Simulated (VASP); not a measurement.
Input of a VASP 6.6.1 run:

INCAR

```
SYSTEM = Li
ALGO = Normal
EDIFF = 1E-6
EDIFFG = -0.005
ENCUT = 600
GGA = PE
IBRION = 2
ISIF = 3
ISMEAR = -1
LASPH = .TRUE.
LCHARG = .FALSE.
LREAL = .FALSE.
LWAVE = .FALSE.
NELM = 80
NSW = 32
PREC = Accurate
PSTRESS = 300.0
SIGMA = 0.08
```

KPOINTS

```
k-points
0
G
  20 20 20
  0 0 0
```

The input POSCAR:

```
Li
1.0
   -1.3667987734      1.3667987734      1.3667987734
    1.3667987734     -1.3667987734      1.3667987734
    1.3667987734      1.3667987734     -1.3667987734
Li
1
Direct
    0.0000000000      0.0000000000      0.0000000000
```

Potentials or basis: VASP PAW PBE potentials, release 64 (Li_sv).

Launch:

```console
$ cat potpaw_PBE.64/Li_sv/POTCAR > POTCAR
$ mpirun -np 1 vasp_std > vasp.out
```

Question: Predict the space group after relaxing (to 0.05 Å).

Answer: Im-3m (No. 229).

Question: What does it give for the relaxed volume?

Answer: 10.19 Å³/atom.

Question: What does it give for the relaxed cell?

Answer: a = 2.366 Å, b = 2.366 Å, c = 2.366 Å, α = 109.47°, β = 109.47°, γ = 109.47°.

Step by step:
| step | energy change (eV) | largest force (eV/Å) | pressure (GPa) | volume (Å³) |
| --- | --- | --- | --- | --- |
| 1 | 0.0000 | 0.0000 | 29.74 | 10.21 |
| 2 | 0.0045 | 0.0000 | 29.96 | 10.19 |

Caveat: the cutoff is under 1.25 times the usual one of these potentials, so pressure, stress and relaxed cells hold a basis-set (Pulay) error; the cell is relaxed towards a set pressure, so the enthalpy falls and the energy may rise.
